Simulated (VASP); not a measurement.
# ZnO (ZnO (P6_3mc)) (P6_3mc) in VASP: notebook

Runs on ZnO (ZnO (P6_3mc)). Level: PBE. Tasks: single point, relaxation of cell and atoms.

Program: VASP 6.6.1. These are calculated values, not measurements. Logs are shortened: lines on timing, memory, paths and dates and some standing lists are left out, and cuts for length are marked.

### Step 1. The cell of the first run

Symmetry: P6_3mc, No. 186, hexagonal system. Conventional cell: a = 3.279 Å, b = 3.279 Å, c = 5.293 Å, α = 90.00°, β = 90.00°, γ = 120.00°. Within 2.6 Å of Zn (site symmetry 3m) lie 4 O at 2.00 to 2.01 Å. O (site symmetry 3m) has 4 Zn at 2.00 to 2.01 Å within 2.6 Å.

### Step 2. Single point, PBE

INCAR

```
SYSTEM = ZnO
PREC = Accurate ; ENCUT = 520
EDIFF = 1E-6 ; ISMEAR = 0
SIGMA = 0.01 ; LREAL = .False.
LASPH = .True. ; NELM = 100
ALGO = Normal ; ISIF = 2
LWAVE = .False. ; LCHARG = .True.
GGA = PE ; LELF = .True.
LVHAR = .True. ; NBANDS = 26
```

KPOINTS

```
Automatic mesh
0
Gamma
  10 10 6
  0 0 0
```

POSCAR

```
ZnO
1.0
    3.2794177518      0.0000000000      0.0000000000
   -1.6397088759      2.8400590827      0.0000000000
    0.0000000000      0.0000000000      5.2931678709
Zn O
2 2
Direct
    0.6666666667      0.3333333333      0.5006019136
    0.3333333333      0.6666666667      0.0006019136
    0.6666666667      0.3333333333      0.8797080864
    0.3333333333      0.6666666667      0.3797080864
```

Potentials or basis: VASP PAW PBE potentials, release 64 (Zn, O).

The run is started by

```bash
> cat potpaw_PBE.64/Zn/POTCAR potpaw_PBE.64/O/POTCAR > POTCAR
> mpirun -np 1 vasp_std > vasp.out
```

OUTCAR:

```text
SYSTEM = ZnO
   PREC = Accurate
   ENCUT = 520
   EDIFF = 1E-6
   ISMEAR = 0
   LREAL = .False.
   LASPH = .True.
   NELM = 100
   ISIF = 2
   GGA = PE

 ion  position               nearest neighbor table
   1  0.667  0.333  0.501-   4 2.00   4 2.00   4 2.00   3 2.01
   2  0.333  0.667  0.001-   3 2.00   3 2.00   3 2.00   4 2.01
   3  0.667  0.333  0.880-   2 2.00   2 2.00   2 2.00   1 2.01
   4  0.333  0.667  0.380-   1 2.00   1 2.00   1 2.00   2 2.01

  LATTYP: Found a hexagonal cell.
 ALAT       =     3.2794177518
 C/A-ratio  =     1.6140572112

  Lattice vectors:

 A1 = (   3.2794177518,   0.0000000000,   0.0000000000)
 A2 = (  -1.6397088759,   2.8400590827,   0.0000000000)
 A3 = (   0.0000000000,   0.0000000000,   5.2931678709)

Analysis of symmetry for initial positions (statically):
=====================================================================
 Subroutine PRICEL returns:
 Original cell was already a primitive cell.

 Routine SETGRP: Setting up the symmetry group for a
 hexagonal supercell.

 Subroutine GETGRP returns: Found 12 space group operations
 (whereof  6 operations were pure point group operations)
 out of a pool of 24 trial point group operations.

The static configuration has the point symmetry C_3v.
 The point group associated with its full space group is C_6v.

Analysis of symmetry for dynamics (positions and initial velocities):
=====================================================================
 Subroutine PRICEL returns:
 Original cell was already a primitive cell.

 Routine SETGRP: Setting up the symmetry group for a
 hexagonal supercell.

 Subroutine GETGRP returns: Found 12 space group operations
 (whereof  6 operations were pure point group operations)
 out of a pool of 24 trial point group operations.

The dynamic configuration has the point symmetry C_3v.
 The point group associated with its full space group is C_6v.

 Subroutine INISYM returns: Found 12 space group operations
 (whereof  6 operations are pure point group operations),
 and found     1 'primitive' translations

----------------------------------------------------------------------------------------

                                     Primitive cell

  volume of cell :      49.2992

[... 83 lines left out ...]
   PREC   = accura    normal or accurate (medium, high low for compatibility)
   ISTART =      0    job   : 0-new  1-cont  2-samecut
   ICHARG =      2    charge: 1-file 2-atom 10-const
   ISPIN  =      1    spin polarized calculation?
   LNONCOLLINEAR =      F non collinear calculations
   LSORBIT =      F    spin-orbit coupling
   LASPH  =      T    aspherical Exc in radial PAW
   ENCUT  =  520.0 eV  38.22 Ry    6.18 a.u.   6.10  6.10  9.84*2*pi/ulx,y,z
   NELM   =    100;   NELMIN=  2; NELMDL= -5     # of ELM steps
   EDIFF  = 0.1E-05   stopping-criterion for ELM
   LREAL  =      F    real-space projection
   EDIFFG = 0.1E-04   stopping-criterion for IOM
   NSW    =      0    number of steps for IOM
   IBRION =     -1    ionic relax: 0-MD 1-quasi-New 2-CG
   NFREE  =      0    steps in history (QN), initial steepest desc. (CG)
   ISIF   =      2    stress and relaxation
   ISYM   =      2    0-nonsym 1-usesym 2-fastsym
   POTIM  = 0.5000    time-step for ionic-motion
   TEBEG  =    0.0;   TEEND  =   0.0 temperature during run
   PSTRESS=    0.0 pullay stress
   NELECT =      36.0000    total number of electrons
   NUPDOWN=      -1.0000    fix difference up-down
   EMIN   =  10.00;   EMAX   =-10.00  energy-range for DOS
   EFERMI =   0.00;   METHOD = LEGACY
   ISMEAR =     0;   SIGMA  =   0.01  broadening in eV -4-tet -1-fermi 0-gaus
   EFERMI_NEDOS =   21; number of points for ismear=-14 and -15
   IALGO  =     38    algorithm
   IMIX   =      4    mixing-type and parameters
     AMIX     =   0.40;   BMIX     =  1.00
     AMIX_MAG =   1.60;   BMIX_MAG =  1.00
  volume/ion in A,a.u.               =      12.32        83.17
  Fermi-wavevector in a.u.,A,eV,Ry     =   1.474220  2.785873 29.569891  2.173326
  Thomas-Fermi vector in A             =   2.589018
   LORBIT       =      0    0 simple, 1 ext, 2 COOP (PROOUT), +10 PAW based schemes
   GGA     = PE    functional components
   LHFCALC =     F    Hartree Fock is set to
   AEXX    =    0.0000 exact exchange contribution
   IVDW    =     0    specifies the selected vdW correction
   LEPSILON=     F    determine dielectric tensor
   LRPA    =     F    only Hartree local field effects (RPA)
 non-spin polarized calculation
 Gauss-broadening in eV      SIGMA  =   0.01
  energy-cutoff  :      520.00
  volume of cell :       49.30
 maximum number of plane-waves:      1344
   NGX = 13   NGY = 13   NGZ = 19

 number of electron      36.0000039 magnetization

 Free energy of the ion-electron system (eV)
  ---------------------------------------------------
  ext. energy  EPLUGINS =         0.00000000
  ---------------------------------------------------
  free energy    TOTEN  =       -17.86088092 eV

  energy without entropy =      -17.86088092  energy(sigma->0) =      -17.86088092

 E-fermi :   0.9968     XC(G=0): -10.7258

 val. band max:        0.8958454935   @ k =   0.0000   0.0000   0.0000
 cond. band min:       1.6237334222   @ k =   0.0000   0.0000   0.0000
 fundamental gap:      0.7278879287
 Fermi energy:         0.9968318252

 k-point     1 :       0.0000    0.0000    0.0000
  band No.  band energies     occupation
      1     -16.9230      2.00000
      2     -16.2555      2.00000
      3      -4.6416      2.00000
      4      -4.6416      2.00000
      5      -4.6018      2.00000
      6      -4.4873      2.00000
[... 685 lines left out ...]
     25      13.4667      0.00000
     26      14.6847      0.00000

 [... further k-points ...]
[... 5 lines left out ...]
  --------------------------------------------------------------------------------------
  -------------------------------------------------------------------------------------
  Total        0.2809581      0.2809581      0.2801021      0.0000000     -0.0000000      0.0000000
  in kB        9.1308751      9.1308751      9.1030535      0.0000000     -0.0000000      0.0000000
  external PRESSURE =       9.1216012 kB  Pullay stress =       0.0000000 kB

 VOLUME and BASIS-vectors are now :
 -----------------------------------------------------------------------------
  energy-cutoff  :      520.00
  volume of cell :       49.30
      direct lattice vectors                 reciprocal lattice vectors
     3.279417752  0.000000000  0.000000000     0.304932179  0.176052675  0.000000000
    -1.639708876  2.840059083  0.000000000     0.000000000  0.352105351  0.000000000
     0.000000000  0.000000000  5.293167871     0.000000000  0.000000000  0.188922782

 POSITION                                       TOTAL-FORCE (eV/Angst)
 -----------------------------------------------------------------------------------
      1.63971      0.94669      2.64977         0.000000      0.000000      0.001402
     -0.00000      1.89337      0.00319        -0.000000      0.000000      0.001402
      1.63971      0.94669      4.65644         0.000000     -0.000000     -0.001402
     -0.00000      1.89337      2.00986        -0.000000      0.000000     -0.001402
 -----------------------------------------------------------------------------------
    total drift:                               -0.000001     -0.000001     -0.001056

  FREE ENERGIE OF THE ION-ELECTRON SYSTEM (eV)
  ---------------------------------------------------
  free  energy   TOTEN  =       -17.8608809243 eV

  energy  without entropy=      -17.8608809243  energy(sigma->0) =      -17.86088092
```

Run time: 36 s. Hardware: 1 thread of AMD EPYC 9R45 (Zen 5), shared host; peak memory 0.17 GiB.

What came out:

| Property | Result |
| --- | --- |
| Free energy | -17.8609 eV |
| Pressure | 0.9 GPa |
| Band gap on the k mesh | 0.73 eV, direct |

### Step 3. Relaxation of cell and atoms, PBE

This run uses another cell than the first one, of 11.85 Å³/atom, 0.961 times its volume.

INCAR

```
SYSTEM = ZnO
PREC     = Accurate       ! precision mode
ENCUT    = 600            ! plane-wave cutoff, eV
EDIFF    = 1E-6           ! SCF threshold, eV
ISMEAR   = 0              ! smearing method
SIGMA    = 0.01           ! smearing width, eV
LREAL    = .FALSE.        ! projectors in reciprocal space
LASPH    = .TRUE.         ! aspherical terms in the spheres
NELM     = 100            ! most SCF steps
ALGO     = Normal         ! electronic algorithm
ISIF     = 3              ! what is computed and relaxed
LWAVE    = .FALSE.        ! write WAVECAR
LCHARG   = .FALSE.        ! write CHGCAR
GGA      = PE             ! functional
IBRION   = 2              ! ionic algorithm
NSW      = 80             ! ionic steps
EDIFFG   = -0.005         ! ionic threshold
```

KPOINTS

```
regular mesh
0
G
  10 10 6
  0 0 0
```

POSCAR

```
ZnO
1.0
    3.2373510000      0.0000000000      0.0000000000
   -1.6186755000      2.8036282000      0.0000000000
    0.0000000000      0.0000000000      5.2220613000
Zn O
2 2
Direct
    0.6666666700      0.3333333300      0.5005917000
    0.3333333300      0.6666666700      0.0005917000
    0.6666666700      0.3333333300      0.8797183000
    0.3333333300      0.6666666700      0.3797183000
```

Potentials or basis: VASP PAW PBE potentials, release 64 (Zn, O).

The run is started by

```bash
> cat potpaw_PBE.64/Zn/POTCAR potpaw_PBE.64/O/POTCAR > POTCAR
> mpirun -np 1 vasp_std > vasp.out
```

Run time: 98 s. Hardware: 1 thread of AMD EPYC 9R45 (Zen 5), shared host; peak memory 0.19 GiB.

The run converged. Its results:

```
Free energy                            : -17.8618 eV
Relaxed volume                         : 12.40 Å³/atom
Relaxed cell                           : a = 3.286 Å, b = 3.286 Å, c = 5.302 Å, α = 90.00°, β = 90.00°, γ = 120.00°
Space group after relaxing (to 0.05 Å) : P6_3mc (No. 186)
Energy gained by relaxing              : 10.6 meV/atom
Ionic steps                            : 3
Pressure after relaxing                : 0.0 GPa
Band gap on the k mesh                 : 0.72 eV, direct
```

Step by step:
```tsv
step	energy change (eV)	largest force (eV/Å)	pressure (GPa)	volume (Å³)
1	0.0000	0.0020	6.49	47.40
2	-0.0316	0.0006	-2.88	50.77
3	-0.0423	0.0010	-0.02	49.58
```

Final structure:
```cif
data_structure
_symmetry_space_group_name_H-M 'P 1'
_symmetry_Int_Tables_number 1
_cell_length_a 3.2863
_cell_length_b 3.2863
_cell_length_c 5.3017
_cell_angle_alpha 90.000
_cell_angle_beta 90.000
_cell_angle_gamma 120.000
_cell_volume 49.58
loop_
_atom_site_label
_atom_site_type_symbol
_atom_site_fract_x
_atom_site_fract_y
_atom_site_fract_z
_atom_site_occupancy
Zn1 Zn 0.66667 0.33333 0.50058 1
Zn2 Zn 0.33333 0.66667 0.00058 1
O1 O 0.66667 0.33333 0.87973 1
O2 O 0.33333 0.66667 0.37973 1
```

Levels at points of the mesh, in eV from the valence-band top:
```csv
k point,band 14,band 15,band 16,band 17,band 18,band 19,band 20,band 21,band 22
"(0.00, 0.00, 0.00)",-0.75,-0.75,-0.08,0.00,0.00,0.72,5.07,8.06,12.70
"(0.50, 0.00, 0.00)",-3.42,-2.70,-2.13,-1.22,-0.79,5.60,6.81,7.52,8.23
"(0.00, 0.00, 0.50)",-2.22,-0.37,-0.37,-0.37,-0.37,3.35,3.35,9.89,9.89
"(0.50, 0.00, 0.50)",-3.68,-1.42,-1.42,-1.31,-1.31,5.63,5.63,8.19,8.19
```

A hybrid or GW would open this gap; PBE tends to underestimate it.
